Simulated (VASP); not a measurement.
# NbN (Fm-3m) in VASP: settings compared

NbN is run at these levels: PBE, PBE+U; tasks: single point.

Everything below comes from runs of VASP 6.6.1. Logs are shortened: lines on timing, memory, paths and dates and some standing lists are left out, and cuts for length are marked.

**1. The cell of the first run**

It takes space group Fm-3m (No. 225, cubic). The conventional cell has a = 4.401 Å, b = 4.401 Å, c = 4.401 Å, α = 90.00°, β = 90.00°, γ = 90.00°. Nb (site symmetry m-3m) has 6 N at 2.20 Å within 2.9 Å. N (site symmetry m-3m) has 6 Nb at 2.20 Å within 2.9 Å.

**2. Single point, PBE**

The input, INCAR:

```
SYSTEM = NbN
PREC = Accurate
ENCUT = 600
EDIFF = 1E-6
ISMEAR = -1
SIGMA = 0.1
LREAL = .FALSE.
LASPH = .TRUE.
NELM = 120
ALGO = Normal
ISIF = 2
LWAVE = .FALSE.
LCHARG = .FALSE.
GGA = PE
NBANDS = 16
ISYM = 0
GGA_COMPAT = .FALSE.
```

The input, KPOINTS:

```
Automatic mesh
0
Gamma
  7 7 7
  0.5 0.5 0.5
```

The input, POSCAR:

```
NbN
1.0
    0.0000000000      2.2003970000      2.2003970000
    2.2003970000      0.0000000000      2.2003970000
    2.2003970000      2.2003970000      0.0000000000
Nb N
1 1
Direct
    0.5000000000      0.5000000000      0.5000000000
    0.0000000000      0.0000000000      0.0000000000
```

Potentials or basis: VASP PAW PBE potentials, release 64 (Nb_sv, N).

Started as:

```bash
$ cat potpaw_PBE.64/Nb_sv/POTCAR potpaw_PBE.64/N/POTCAR > POTCAR
$ mpirun -np 1 vasp_std > vasp.out
```

OUTCAR:

```text
SYSTEM = NbN
   PREC = Accurate
   ENCUT = 600
   EDIFF = 1E-6
   ISMEAR = -1
   LREAL = .FALSE.
   LASPH = .TRUE.
   NELM = 120
   ISIF = 2
   GGA = PE
   ISYM = 0

 ion  position               nearest neighbor table
   1  0.500  0.500  0.500-   2 2.20   2 2.20   2 2.20   2 2.20   2 2.20   2 2.20
   2  0.000  0.000  0.000-   1 2.20   1 2.20   1 2.20   1 2.20   1 2.20   1 2.20

IMPORTANT INFORMATION: All symmetrisations will be switched off!
NOSYMM: (Re-)initialisation of all symmetry stuff for point group C_1.

----------------------------------------------------------------------------------------

                                     Primitive cell

  volume of cell :      21.3075

  direct lattice vectors                    reciprocal lattice vectors
     0.000000000  2.200397000  2.200397000    -0.227231722  0.227231722  0.227231722
     2.200397000  0.000000000  2.200397000     0.227231722 -0.227231722  0.227231722
     2.200397000  2.200397000  0.000000000     0.227231722  0.227231722 -0.227231722

  length of vectors
     3.111831280  3.111831280  3.111831280     0.393576888  0.393576888  0.393576888

  position of ions in fractional coordinates (direct lattice)
     0.500000000  0.500000000  0.500000000
     0.000000000  0.000000000  0.000000000

  ion indices of the primitive-cell ions
   primitive index   ion index
                 1           1
                 2           2

----------------------------------------------------------------------------------------

 KPOINTS: Automatic mesh

Automatic generation of k-mesh.
 Grid dimensions read from file:
 generate k-points for:    7    7    7

 Generating k-lattice:

  Cartesian coordinates                     Fractional coordinates (reciprocal lattice)
    -0.032461675  0.032461675  0.032461675     0.142857143  0.000000000  0.000000000
     0.032461675 -0.032461675  0.032461675     0.000000000  0.142857143  0.000000000
     0.032461675  0.032461675 -0.032461675     0.000000000  0.000000000  0.142857143

  Length of vectors
     0.056225270  0.056225270  0.056225270

  Shift w.r.t. Gamma in fractional coordinates (k-lattice)
     0.500000000  0.500000000  0.500000000

 Subroutine IBZKPT returns following result:
 ===========================================

 Found    688 irreducible k-points:

 Following reciprocal coordinates:
            Coordinates               Weight
  0.071429  0.071429  0.071429      2.000000
  0.071429  0.000000  0.000000      2.000000
  0.000000  0.000000 -0.071429      2.000000
  0.000000  0.071429  0.000000      2.000000
  0.214286  0.071429  0.071429      2.000000
  0.071429  0.214286  0.071429      2.000000
[... 16 lines left out ...]
  0.000000  0.285714 -0.071429      2.000000
  0.285714  0.000000 -0.071429      2.000000
 [... further k-points ...]
   k-points           NKPTS =    688   k-points in BZ     NKDIM =    688   number of bands    NBANDS=     16
   number of dos      NEDOS =    301   number of ions     NIONS =      2
   total plane-waves  NPLWV =  21952
   dimension x,y,z NGX =    28 NGY =   28 NGZ =   28
   dimension x,y,z NGXF=    56 NGYF=   56 NGZF=   56
   ions per type =               1   1
   NGX,Y,Z   is equivalent  to a cutoff of  14.96, 14.96, 14.96 a.u.
   NGXF,Y,Z  is equivalent  to a cutoff of  29.92, 29.92, 29.92 a.u.
 SYSTEM =  NbN
   PREC   = accura    normal or accurate (medium, high low for compatibility)
   ISTART =      0    job   : 0-new  1-cont  2-samecut
   ICHARG =      2    charge: 1-file 2-atom 10-const
   ISPIN  =      1    spin polarized calculation?
   LNONCOLLINEAR =      F non collinear calculations
   LSORBIT =      F    spin-orbit coupling
   LASPH  =      T    aspherical Exc in radial PAW
   ENCUT  =  600.0 eV  44.10 Ry    6.64 a.u.   6.22  6.22  6.22*2*pi/ulx,y,z
   NELM   =    120;   NELMIN=  2; NELMDL= -5     # of ELM steps
   EDIFF  = 0.1E-05   stopping-criterion for ELM
   LREAL  =      F    real-space projection
   EDIFFG = 0.1E-04   stopping-criterion for IOM
   NSW    =      0    number of steps for IOM
   IBRION =     -1    ionic relax: 0-MD 1-quasi-New 2-CG
   NFREE  =      0    steps in history (QN), initial steepest desc. (CG)
   ISIF   =      2    stress and relaxation
   ISYM   =      0    0-nonsym 1-usesym 2-fastsym
   POTIM  = 0.5000    time-step for ionic-motion
   TEBEG  =    0.0;   TEEND  =   0.0 temperature during run
   PSTRESS=    0.0 pullay stress
   NELECT =      18.0000    total number of electrons
   NUPDOWN=      -1.0000    fix difference up-down
   EMIN   =  10.00;   EMAX   =-10.00  energy-range for DOS
   EFERMI =   0.00;   METHOD = LEGACY
   ISMEAR =    -1;   SIGMA  =   0.10  broadening in eV -4-tet -1-fermi 0-gaus
   EFERMI_NEDOS =   21; number of points for ismear=-14 and -15
   IALGO  =     38    algorithm
   IMIX   =      4    mixing-type and parameters
     AMIX     =   0.40;   BMIX     =  1.00
     AMIX_MAG =   1.60;   BMIX_MAG =  1.00
  volume/ion in A,a.u.               =      10.65        71.90
  Fermi-wavevector in a.u.,A,eV,Ry     =   1.547585  2.924512 32.586233  2.395021
  Thomas-Fermi vector in A             =   2.652658
   LORBIT       =      0    0 simple, 1 ext, 2 COOP (PROOUT), +10 PAW based schemes
   GGA     = PE    functional components
   LHFCALC =     F    Hartree Fock is set to
   AEXX    =    0.0000 exact exchange contribution
   IVDW    =     0    specifies the selected vdW correction
   LEPSILON=     F    determine dielectric tensor
   LRPA    =     F    only Hartree local field effects (RPA)
 non-spin polarized calculation
  energy-cutoff  :      600.00
  volume of cell :       21.31
 maximum number of plane-waves:       721
 NGX is ok and might be reduce to    28
   NGX = 13   NGY = 13   NGZ = 13

 number of electron      18.0000000 magnetization

 Free energy of the ion-electron system (eV)
  ---------------------------------------------------
  ext. energy  EPLUGINS =         0.00000000
  ---------------------------------------------------
  free energy    TOTEN  =       -20.53774549 eV

  energy without entropy =      -20.49740120  energy(sigma->0) =      -20.51757334

 E-fermi :  13.9366     XC(G=0): -13.3512

 val. band max:       13.9337773479   @ k =   0.1429   0.2143   0.0000
 cond. band min:      13.9532834831   @ k =  -0.3571   0.5000   0.3571
 fundamental gap:      0.0195061352
 Fermi energy:        13.9365884049

 k-point     1 :       0.0714    0.0714    0.0714
  band No.  band energies     occupation
      1     -42.4877      2.00000
      2     -18.2074      2.00000
      3     -18.1562      2.00000
      4     -18.1562      2.00000
      5      -3.5638      2.00000
      6      10.0014      2.00000
[... 8 lines left out ...]
     15      23.6747      0.00000
     16      35.4131      0.00000

 k-point     2 :       0.0714    0.0000    0.0000
  band No.  band energies     occupation
      1     -42.4877      2.00000
      2     -18.2074      2.00000
      3     -18.1562      2.00000
      4     -18.1562      2.00000
      5      -3.5638      2.00000
      6      10.0014      2.00000
[... 8 lines left out ...]
     15      23.6747      0.00000
     16      35.4131      0.00000

 k-point     3 :       0.0000    0.0000   -0.0714
  band No.  band energies     occupation
      1     -42.4877      2.00000
      2     -18.2074      2.00000
      3     -18.1562      2.00000
      4     -18.1562      2.00000
      5      -3.5638      2.00000
      6      10.0014      2.00000
[... 8 lines left out ...]
     15      23.6747      0.00000
     16      35.4131      0.00000

 k-point     4 :       0.0000    0.0714    0.0000
  band No.  band energies     occupation
      1     -42.4877      2.00000
      2     -18.2074      2.00000
      3     -18.1562      2.00000
      4     -18.1562      2.00000
      5      -3.5638      2.00000
      6      10.0014      2.00000
[... 8 lines left out ...]
     15      23.6747      0.00000
     16      35.4132      0.00000

 k-point     5 :       0.2143    0.0714    0.0714
  band No.  band energies     occupation
      1     -42.4564      2.00000
      2     -18.4455      2.00000
      3     -18.2171      2.00000
      4     -18.1621      2.00000
      5      -3.0368      2.00000
      6       8.2093      2.00000
[... 8 lines left out ...]
     15      25.1415      0.00000
     16      31.8105      0.00000

 k-point     6 :       0.0714    0.2143    0.0714
  band No.  band energies     occupation
      1     -42.4564      2.00000
      2     -18.4455      2.00000
      3     -18.2171      2.00000
      4     -18.1621      2.00000
      5      -3.0368      2.00000
      6       8.2093      2.00000
[... 8 lines left out ...]
     15      25.1415      0.00000
     16      31.8105      0.00000
[... 267 lines left out ...]
 k-point    21 :       0.3571    0.2857    0.2857
  band No.  band energies     occupation
      1     -42.4002      2.00000
      2     -18.8712      2.00000
      3     -18.2671      2.00000
      4     -18.2010      2.00000
      5      -2.0538      2.00000
      6       6.2190      2.00000
[... 8 lines left out ...]
     15      26.2602      0.00000
     16      28.5414      0.00000

 k-point    22 :       0.0714   -0.2857    0.0000
  band No.  band energies     occupation
      1     -42.4002      2.00000
      2     -18.8712      2.00000
      3     -18.2671      2.00000
      4     -18.2010      2.00000
      5      -2.0538      2.00000
      6       6.2190      2.00000
[... 8 lines left out ...]
     15      26.2602      0.00000
     16      28.5414      0.00000

 k-point    23 :       0.0000    0.2857   -0.0714
  band No.  band energies     occupation
      1     -42.4002      2.00000
      2     -18.8712      2.00000
      3     -18.2671      2.00000
      4     -18.2010      2.00000
      5      -2.0538      2.00000
      6       6.2190      2.00000
[... 8 lines left out ...]
     15      26.2602      0.00000
     16      28.5414      0.00000

 k-point    24 :       0.2857    0.0000   -0.0714
  band No.  band energies     occupation
      1     -42.4002      2.00000
      2     -18.8712      2.00000
      3     -18.2671      2.00000
      4     -18.2010      2.00000
      5      -2.0538      2.00000
      6       6.2190      2.00000
[... 8 lines left out ...]
     15      26.2602      0.00000
     16      28.5414      0.00000

 [... further k-points ...]
[... 5 lines left out ...]
  --------------------------------------------------------------------------------------
  -------------------------------------------------------------------------------------
  Total        0.5439111      0.5439148      0.5439112     -0.0000015     -0.0000034      0.0000009
  in kB       40.8983109     40.8985914     40.8983163     -0.0001092     -0.0002570      0.0000682
  external PRESSURE =      40.8984062 kB  Pullay stress =       0.0000000 kB

 VOLUME and BASIS-vectors are now :
 -----------------------------------------------------------------------------
  energy-cutoff  :      600.00
  volume of cell :       21.31
      direct lattice vectors                 reciprocal lattice vectors
     0.000000000  2.200397000  2.200397000    -0.227231722  0.227231722  0.227231722
     2.200397000  0.000000000  2.200397000     0.227231722 -0.227231722  0.227231722
     2.200397000  2.200397000  0.000000000     0.227231722  0.227231722 -0.227231722

 POSITION                                       TOTAL-FORCE (eV/Angst)
 -----------------------------------------------------------------------------------
      2.20040      2.20040      2.20040         0.000001     -0.000002     -0.000001
      0.00000      0.00000      0.00000        -0.000001      0.000002      0.000001
 -----------------------------------------------------------------------------------
    total drift:                                0.000002      0.000001     -0.000001

  FREE ENERGIE OF THE ION-ELECTRON SYSTEM (eV)
  ---------------------------------------------------
  free  energy   TOTEN  =       -20.5377454884 eV

  energy  without entropy=      -20.4974011982  energy(sigma->0) =      -20.51757334
```

It took 4.7 min on 1 thread of Intel Xeon Platinum 8488C (Sapphire Rapids), shared host; peak memory 0.4 GiB.

What came out:

```yaml
Free_energy: -20.5377 eV
Pressure: 4.1 GPa
Band_gap_on_the_k_mesh: zero (bands 9 and 10 overlap by 3.28 eV)
```

Caveat: the cell stands under pressure.

**3. Single point, PBE+U**

The input, INCAR:

```
SYSTEM = NbN
  PREC = Accurate
  ENCUT = 600
  EDIFF = 1E-6
  ISMEAR = -1
  SIGMA = 0.1
  LREAL = .False.
  LASPH = .True.
  NELM = 200
  ALGO = Normal
  ISIF = 2
  LWAVE = .False.
  LCHARG = .False.
  LMAXMIX = 4
  LDAU = .True.
  LDAUTYPE = 2
  LDAUL = 2 -1
  LDAUU = 3 0
  LDAUJ = 0 0
  LDAUPRINT = 1
  GGA = PE
  ISYM = 0
  NBANDS = 16
  GGA_COMPAT = .False.
```

The input, KPOINTS:

```
regular mesh
0
Gamma
  9 9 9
  0 0 0
```

POSCAR is that of step 2.

Potentials or basis: VASP PAW PBE potentials, release 64 (Nb_sv, N).

Started as:

```bash
$ cat potpaw_PBE.64/Nb_sv/POTCAR potpaw_PBE.64/N/POTCAR > POTCAR
$ mpirun -np 1 vasp_std > vasp.out
```

Wall time 2.6 min (1 thread of Intel Xeon Platinum 8488C (Sapphire Rapids), shared host); peak memory 0.28 GiB.

The run converged. Its results:

- Free energy: -17.8751 eV
- Pressure: 11.0 GPa
- Band gap on the k mesh: zero (bands 9 and 10 overlap by 3.38 eV)

Levels at points of the mesh, in eV from the Fermi level:
| k point | band 6 | band 7 | band 8 | band 9 | band 10 | band 11 | band 12 | band 13 |
| --- | --- | --- | --- | --- | --- | --- | --- | --- |
| (0.00, 0.00, 0.00) | -3.42 | -3.42 | -3.42 | -1.88 | -1.88 | -1.88 | 0.23 | 0.23 |

Eigenvalues of the final occupation matrices:
| site | spin | trace | eigenvalues |
| --- | --- | --- | --- |
| site 1 d | 1 | 1.12 | 0.18 0.18 0.25 0.25 0.25 |
| site 1 d | 2 | 1.12 | 0.18 0.18 0.25 0.25 0.25 |

Caveat: the cell stands under pressure; U without spin polarisation on a metal has little footing.
